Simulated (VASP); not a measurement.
A run of VASP 6.6.1 is set up as follows.

INCAR

```
SYSTEM = Cu
ALGO = Normal ; EDIFF = 1E-6
EDIFFG = -0.01 ; ENCUT = 600
GGA = RE ; IBRION = 2
ISIF = 3 ; ISMEAR = -1
LASPH = .True. ; LCHARG = .False.
LREAL = .False. ; LWAVE = .False.
NELM = 80 ; NSW = 80
PREC = Accurate ; SIGMA = 0.1
```

File KPOINTS:

```
k-points
0
Gamma
  11 11 11
  0 0 0
```

Contents of POSCAR:

```
Cu
1.0
    0.0000000000      2.5168736955      2.5168736955
    2.5168736955      0.0000000000      2.5168736955
    2.5168736955      2.5168736955      0.0000000000
Cu
2
Direct
    0.1250000000      0.1250000000      0.1250000000
    0.8750000000      0.8750000000      0.8750000000
```

Potentials or basis: VASP PAW PBE potentials, release 64 (Cu).

The run is started by

```sh
$ cat potpaw_PBE.64/Cu/POTCAR > POTCAR
$ mpirun -np 1 vasp_std > vasp.out
```

Estimate the band gap on the k mesh.

zero (band 11 reaches 2.93 eV, above the bottom of band 12 at 2.25 eV).

Estimate the space group after relaxing (to 0.05 Å).

Fd-3m (No. 227).

Estimate the relaxed volume.

19.97 Å³/atom.

Final structure:
```
Cu
1.0
     0.00000    2.71299    2.71299
     2.71299    0.00000    2.71299
     2.71299    2.71299    0.00000
Cu
2
Direct
  0.12500 0.12500 0.12500
  0.87500 0.87500 0.87500
```

Caveat: the volume moved by over 15 % at a fixed basis, so the end points are rough; the PAW data sets were made with another functional, which shifts forces and pressure a little.
